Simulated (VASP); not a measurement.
# Sc in VASP: a series of runs

Runs on Sc. Level: PBE+D3(BJ). Tasks: single point, relaxation of cell and atoms.

Everything below comes from runs of VASP 6.6.1. Logs are shortened: lines on timing, memory, paths and dates and some standing lists are left out, and cuts for length are marked.

### 1 The cell of the first run

The typed cell holds 1 atom: a = 3.209 Å, b = 3.209 Å, c = 3.212 Å, α = 59.98°, β = 59.98°, γ = 60.06°.

This isn't the form of Sc at room conditions, which is hcp.

### 2 Single point, PBE+D3(BJ)

INCAR

```
SYSTEM = Sc
PREC = Accurate
ENCUT = 520
EDIFF = 1E-6
ISMEAR = 1
SIGMA = 0.2
LREAL = .FALSE.
LASPH = .TRUE.
NELM = 60
ALGO = Normal
ISIF = 2
LWAVE = .FALSE.
LCHARG = .FALSE.
GGA = PE
IVDW = 12
NBANDS = 12
```

KPOINTS

```
Automatic mesh
0
G
  10 10 10
  0 0 0
```

POSCAR

```
Sc
1.0
    3.2087216035      0.0549248694      0.0136893880
    1.5540660425      2.8079136516      0.0188923992
    1.5795886023      0.9445490467      2.6320281782
Sc
1
Direct
    0.0000000000      0.0000000000      0.0000000000
```

Potentials or basis: VASP PAW PBE potentials, release 64 (Sc_sv).

Launch:

```
$ cat potpaw_PBE.64/Sc_sv/POTCAR > POTCAR
$ mpirun -np 1 vasp_std > vasp.out
```

OUTCAR:

```text
SYSTEM = Sc
   PREC = Accurate
   ENCUT = 520
   EDIFF = 1E-6
   ISMEAR = 1
   LREAL = .FALSE.
   LASPH = .TRUE.
   NELM = 60
   ISIF = 2
   GGA = PE
   IVDW = 12
 IVDW          = 12

 ion  position               nearest neighbor table
   1  0.000  0.000  0.000-

  LATTYP: Found a triclinic cell.
 ALAT       =     5.5574957147
 B/A-ratio  =     0.5774580882
 C/A-ratio  =     0.8173269829
 COS(alpha) =     0.0001152558
 COS(beta)  =     0.4087567123
 COS(gamma) =     0.8658046912

  Lattice vectors:

 A1 = (   4.8378546047,  -0.8346993079,  -2.6046494022)
 A2 = (   3.2087216035,   0.0549248694,   0.0136893880)
 A3 = (   0.0750669587,  -3.6975378289,  -2.6372311894)

Analysis of symmetry for initial positions (statically):
=====================================================================
 Subroutine PRICEL returns:
 Original cell was already a primitive cell.

 Routine SETGRP: Setting up the symmetry group for a
 triclinic supercell.

 Subroutine GETGRP returns: Found  2 space group operations
 (whereof  2 operations were pure point group operations)
 out of a pool of  2 trial point group operations.

The static configuration has the point symmetry S_2 .

Analysis of symmetry for dynamics (positions and initial velocities):
=====================================================================
 Subroutine PRICEL returns:
 Original cell was already a primitive cell.

 Routine SETGRP: Setting up the symmetry group for a
 triclinic supercell.

 Subroutine GETGRP returns: Found  2 space group operations
 (whereof  2 operations were pure point group operations)
 out of a pool of  2 trial point group operations.

The dynamic configuration has the point symmetry S_2 .

 Subroutine INISYM returns: Found  2 space group operations
 (whereof  2 operations are pure point group operations),
 and found     1 'primitive' translations

----------------------------------------------------------------------------------------

                                     Primitive cell

  volume of cell :      23.3932

  direct lattice vectors                    reciprocal lattice vectors
     3.208721603  0.054924869  0.013689388     0.315162954 -0.173576391 -0.126851376
     1.554066042  2.807913652  0.018892399    -0.005627004  0.360097380 -0.125850205
     1.579588602  0.944549047  2.632028178    -0.001598798 -0.001681953  0.381498245

  length of vectors
[... 87 lines left out ...]
   ISYM   =      2    0-nonsym 1-usesym 2-fastsym
   POTIM  = 0.5000    time-step for ionic-motion
   TEBEG  =    0.0;   TEEND  =   0.0 temperature during run
   PSTRESS=    0.0 pullay stress
   NELECT =      11.0000    total number of electrons
   NUPDOWN=      -1.0000    fix difference up-down
   EMIN   =  10.00;   EMAX   =-10.00  energy-range for DOS
   EFERMI =   0.00;   METHOD = LEGACY
   ISMEAR =     1;   SIGMA  =   0.20  broadening in eV -4-tet -1-fermi 0-gaus
   EFERMI_NEDOS =   21; number of points for ismear=-14 and -15
   IALGO  =     38    algorithm
   IMIX   =      4    mixing-type and parameters
     AMIX     =   0.40;   BMIX     =  1.00
     AMIX_MAG =   1.60;   BMIX_MAG =  1.00
  volume/ion in A,a.u.               =      23.39       157.86
  Fermi-wavevector in a.u.,A,eV,Ry     =   1.273042  2.405700 22.050082  1.620635
  Thomas-Fermi vector in A             =   2.405887
   LORBIT       =      0    0 simple, 1 ext, 2 COOP (PROOUT), +10 PAW based schemes
   GGA     = PE    functional components
   LHFCALC =     F    Hartree Fock is set to
   AEXX    =    0.0000 exact exchange contribution
   IVDW    =    12    specifies the selected vdW correction
   LEPSILON=     F    determine dielectric tensor
   LRPA    =     F    only Hartree local field effects (RPA)
 non-spin polarized calculation
 Methfessel and Paxton  Order N= 1 SIGMA  =   0.20
  energy-cutoff  :      520.00
  volume of cell :       23.39
 maximum number of plane-waves:       640
   NGX = 11   NGY = 11   NGZ = 11

 number of electron      10.9999998 magnetization

 Free energy of the ion-electron system (eV)
  ---------------------------------------------------
  ext. energy  EPLUGINS =         0.00000000
  ---------------------------------------------------
  free energy    TOTEN  =        -6.18806786 eV

  energy without entropy =       -6.18597367  energy(sigma->0) =       -6.18736979

 E-fermi :   4.0522     XC(G=0): -10.0852

 val. band max:        4.0480286272   @ k =  -0.2000   0.4000   0.2000
 cond. band min:       4.0927997421   @ k =  -0.2000  -0.4000   0.0000
 fundamental gap:      0.0447711149
 Fermi energy:         4.0521991064

 k-point     1 :       0.0000    0.0000    0.0000
  band No.  band energies     occupation
      1     -45.2398      2.00000
      2     -23.6247      2.00000
      3     -23.6246      2.00000
      4     -23.6246      2.00000
      5      -1.2328      2.00000
      6       5.7052     -0.00000
      7       5.7061     -0.00000
      8       5.7158     -0.00000
      9       7.1794     -0.00000
     10       7.1912     -0.00000
     11      16.8452      0.00000
     12      20.4426      0.00000
[... 331 lines left out ...]
 k-point    24 :      -0.1000    0.3000   -0.0000
  band No.  band energies     occupation
      1     -45.1806      2.00000
      2     -23.9741      2.00000
      3     -23.7105      2.00000
      4     -23.6676      2.00000
      5       1.3867      2.00000
      6       4.4403     -0.01929
      7       5.5787     -0.00000
      8       5.9293     -0.00000
      9       7.2835     -0.00000
     10       8.0649      0.00000
     11      13.2597      0.00000
     12      16.7140      0.00000

 [... further k-points ...]

------------------------ aborting loop because EDIFF is reached ----------------------------------------

 Edisp (eV)   -0.40949

 E8    (eV) :    -0.1986

  FORCE on cell =-STRESS in cart. coord.  units (eV):
  Direction    XX          YY          ZZ          XY          YZ          ZX
  --------------------------------------------------------------------------------------
  -------------------------------------------------------------------------------------
  Total       0.00599     0.00341     0.00427     0.00209    -0.00104    -0.00178
  in kB       0.41008     0.23362     0.29233     0.14348    -0.07093    -0.12159
  external pressure =        0.31 kB  Pullay stress =        0.00 kB

 VOLUME and BASIS-vectors are now :
 -----------------------------------------------------------------------------
  energy-cutoff  :      520.00
  volume of cell :       23.39
      direct lattice vectors                 reciprocal lattice vectors
     3.208721603  0.054924869  0.013689388     0.315162954 -0.173576391 -0.126851376
     1.554066042  2.807913652  0.018892399    -0.005627004  0.360097380 -0.125850205
     1.579588602  0.944549047  2.632028178    -0.001598798 -0.001681953  0.381498245

 POSITION                                       TOTAL-FORCE (eV/Angst)
 -----------------------------------------------------------------------------------
      0.00000      0.00000      0.00000         0.000000      0.000000      0.000000
 -----------------------------------------------------------------------------------
    total drift:                                0.000000     -0.000000     -0.000000

  FREE ENERGIE OF THE ION-ELECTRON SYSTEM (eV)
  ---------------------------------------------------
  free  energy   TOTEN  =        -6.5975555785 eV

  energy  without entropy=       -6.5954613845  energy(sigma->0) =       -6.59685751
```

Run time: 2.6 min. Hardware: 1 thread of Oxide Virtual Turin-like, shared host; peak memory 0.22 GiB.

What came out:

```
Free energy                : -6.5976 eV
Pressure                   : 0.0 GPa
Band gap on the k mesh     : zero (an odd number of electrons rules out a gap without spin polarisation)
Dispersion energy per atom : -0.409 eV
```

### 3 Relaxation of cell and atoms, PBE+D3(BJ)

This run uses another cell than the first one, of 24.35 Å³/atom.

INCAR

```
ALGO = Normal
EDIFF = 1E-6
EDIFFG = -0.005
ENCUT = 600
GGA = PE
IBRION = 2
ISIF = 3
ISMEAR = 1
IVDW = 12
LASPH = T
LCHARG = F
LREAL = F
LWAVE = F
NELM = 100
NSW = 80
PREC = Accurate
SIGMA = 0.2
```

KPOINTS

```
k-points
0
Gamma
  10 10 10
```

POSCAR

```
Sc
1.0
    3.2019616822      0.0000000000      0.0000000000
    1.5021078373      2.8441406042      0.0000000000
    1.5489936237      0.9264468030      2.6741812389
Sc
1
Direct
    0.0000000000      0.0000000000      0.0000000000
```

Potentials or basis: VASP PAW PBE potentials, release 64 (Sc_sv).

Launch:

```
$ cat potpaw_PBE.64/Sc_sv/POTCAR > POTCAR
$ mpirun -np 1 vasp_std > vasp.out
```

It took 14 min on 1 thread of Oxide Virtual Turin-like, shared host; peak memory 0.27 GiB.

Results (log left out):

```yaml
Free_energy: -6.5979 eV
Relaxed_volume: 23.43 Å³/atom
Relaxed_cell: a = 3.211 Å, b = 3.211 Å, c = 3.213 Å, α = 60.01°, β = 60.01°, γ = 60.04°
Space_group_after_relaxing_to_0.1_Å: Fm-3m (No. 225)
Energy_gained_by_relaxing: 10.5 meV/atom
Ionic_steps: 9
Pressure_after_relaxing: 0.0 GPa
Band_gap_on_the_k_mesh: zero (an odd number of electrons rules out a gap without spin polarisation)
Dispersion_energy_per_atom: -0.409 eV
```

Step by step:
| step | energy change (eV) | largest force (eV/Å) | pressure (GPa) | volume (Å³) |
| --- | --- | --- | --- | --- |
| 1 | 0.0000 | 0.0000 | -1.91 | 24.35 |
| 2 | -0.0089 | 0.0000 | 0.24 | 23.34 |
| 3 | -0.0090 | 0.0000 | 0.38 | 23.28 |
| 4 | -0.0102 | 0.0000 | 0.15 | 23.37 |
| 5 | -0.0105 | 0.0000 | 0.02 | 23.42 |
| 6 | -0.0105 | 0.0000 | 0.07 | 23.43 |
| 7 | -0.0105 | 0.0000 | -0.06 | 23.46 |
| 8 | -0.0105 | 0.0000 | 0.06 | 23.41 |
| 9 | -0.0105 | 0.0000 | -0.01 | 23.43 |

Final structure:
```
Sc
1.0
     3.21044    0.05552    0.01235
     1.55535    2.80924    0.01751
     1.57977    0.94461    2.63319
Sc
1
Direct
  0.00000 0.00000 0.00000
```

Levels at points of the mesh, in eV from the Fermi level:
```csv
k point,band 3,band 4,band 5,band 6,band 7,band 8,band 9
"(0.00, 0.00, 0.00)",-27.68,-27.68,-5.28,1.65,1.65,1.66,3.12
"(0.50, 0.00, 0.00)",-27.74,-27.74,-1.82,0.33,1.53,1.54,4.08
"(0.00, 0.50, 0.00)",-27.74,-27.74,-1.82,0.33,1.53,1.54,4.08
"(0.50, 0.50, 0.00)",-27.85,-27.85,-1.62,-0.69,2.11,4.08,4.33
"(0.00, 0.00, 0.50)",-27.74,-27.74,-1.82,0.32,1.53,1.54,4.08
"(0.50, 0.00, 0.50)",-27.85,-27.85,-1.62,-0.69,2.10,4.08,4.33
"(0.00, 0.50, 0.50)",-27.85,-27.85,-1.62,-0.69,2.10,4.08,4.33
"(0.50, 0.50, 0.50)",-27.74,-27.74,-1.82,0.33,1.53,1.53,4.08
```

The gap in the log of VASP goes by the Fermi energy; the results here count the filled bands.